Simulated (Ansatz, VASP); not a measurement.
## One calculation of Al2O3, two programs

```
CELL_PARAMETERS angstrom
2.89250 0.00000 0.00000
-1.44625 2.50498 0.00000
0.00000 0.00000 6.90094
ATOMIC_POSITIONS crystal
Al 0.33333 0.66667 0.19934
Al 0.66667 0.33333 0.80066
O 0.00000 0.00000 0.00000
O 0.33333 0.66667 0.70321
O 0.66667 0.33333 0.29679
```

Alike in both runs: task single point; functional r2SCAN; k mesh 9 × 9 × 4; no spin polarisation.

|  | VASP | Ansatz |
| --- | --- | --- |
| version | VASP 6.6.1 | Ansatz 0.2.0 |
| potentials or method | VASP PAW PBE potentials, release 64 (Al, O) | plane waves, PAW |
| plane-wave cutoff (eV) | 520 | 500 |
| occupations | gaussian, width 0.01 eV | fixed |
| valence electrons in the cell | 24 | 24 |

VASP gave:

- gap on the k mesh at the Fermi level (eV): 5.34
- pressure (GPa): -6.1
- traceless stress, the component that is largest in VASP (GPa): 1.61
- rms of the force components (eV/Å): 0.152

Question: What did Ansatz give for the same quantities?

Answer: gap on the k mesh at the Fermi level (eV): 5.36; pressure (GPa): -5.9; traceless stress, the component that is largest in VASP (GPa): 1.91; rms of the force components (eV/Å): 0.135.

VASP's potentials were made for PBE, not for r2SCAN. Atom by atom the forces differ by 0.018 eV/Å (rms over components).
